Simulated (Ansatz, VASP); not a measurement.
## One calculation of WAu, two programs

The input INCAR:

```
ALGO     = Normal         # electronic algorithm
EDIFF    = 1E-6           # SCF threshold, eV
EDIFFG   = -0.01          # ionic threshold
ENCUT    = 600            # plane-wave cutoff, eV
GGA      = RE             # functional
IBRION   = 2              # ionic algorithm
ISIF     = 3              # what is computed and relaxed
ISMEAR   = -1             # smearing method
IVDW     = 13             # dispersion correction
LASPH    = True           # aspherical terms in the spheres
LCHARG   = False          # write CHGCAR
LREAL    = False          # projectors in reciprocal space
LWAVE    = False          # write WAVECAR
NELM     = 100            # most SCF steps
NSW      = 60             # ionic steps
PREC     = Accurate       # precision mode
SIGMA    = 0.05           # smearing width, eV
```

Contents of KPOINTS:

```
k-points
0
Gamma
  8 8 8
```

POSCAR

```
WAu
1.0
    0.0000000000      2.9092100000      2.9092100000
    2.9092100000      0.0000000000      2.9092100000
    2.9092100000      2.9092100000      0.0000000000
W Au
1 1
Direct
    0.0000000000      0.0000000000      0.0000000000
    0.7500000000      0.7500000000      0.7500000000
```

The input input.yaml:

```yaml
crystal:
  lattice:
    - [0.0, 2.90921, 2.90921]
    - [2.90921, 0.0, 2.90921]
    - [2.90921, 2.90921, 0.0]
  atoms:
    - { symbol: W, position: [0.0, 0.0, 0.0] }
    - { symbol: Au, position: [0.75, 0.75, 0.75] }
hamiltonian:
  xc: revpbe
  pseudopotentials: { kind: paw }
  dispersion: d4
kpoints:
  mp_grid: { grid: [8, 8, 8] }
scf:
  occupations: { method: fermi_dirac, width: 0.05 }
output:
  forces: true
  stress: true
  eigenvalues: true
  write_density: true
  write_potential: true
  elf: true
  volumetric_format: npy
relax:
  f_tol: 0.01
  max_steps: 40
  cell: { stress_tol: 0.05 }
```

Alike in both runs: task relaxation of cell and atoms; functional revPBE; dispersion D4; k mesh 8 × 8 × 8; occupations fermi-dirac, width 0.05 eV; no spin polarisation.

|  | VASP | Ansatz |
| --- | --- | --- |
| version | VASP 6.6.1 | Ansatz 0.2.0 |
| potentials or method | VASP PAW PBE potentials, release 64 (W_sv, Au) | Ansatz PAW |
| plane-wave cutoff (eV) | 600 | 420 |
| valence electrons in the cell | 25 | 33 |

Ansatz gave:

* gap on the k mesh at the Fermi level, each at its own relaxed structure (eV): none
* relaxed volume (Å³/atom): 23.89
* relaxed cell length with the largest relative difference (Å): 4.073

Task: Estimate VASP's values.

Result: gap on the k mesh at the Fermi level, each at its own relaxed structure (eV): none; relaxed volume (Å³/atom): 23.91; relaxed cell length with the largest relative difference (Å): 4.074.

VASP's potentials were made for PBE, not for revPBE. A gap of «none» marks a metal or a gap that the smearing closes. VASP's potentials hold 25 valence electrons a cell and Ansatz's 33, so a difference there can come from the potentials and not from the codes.

Neither program's run includes spin-orbit coupling. Noted on Ansatz's run: the plane-wave basis is chosen anew once the cell has moved, so the energies of steps on either side of that aren't comparable.
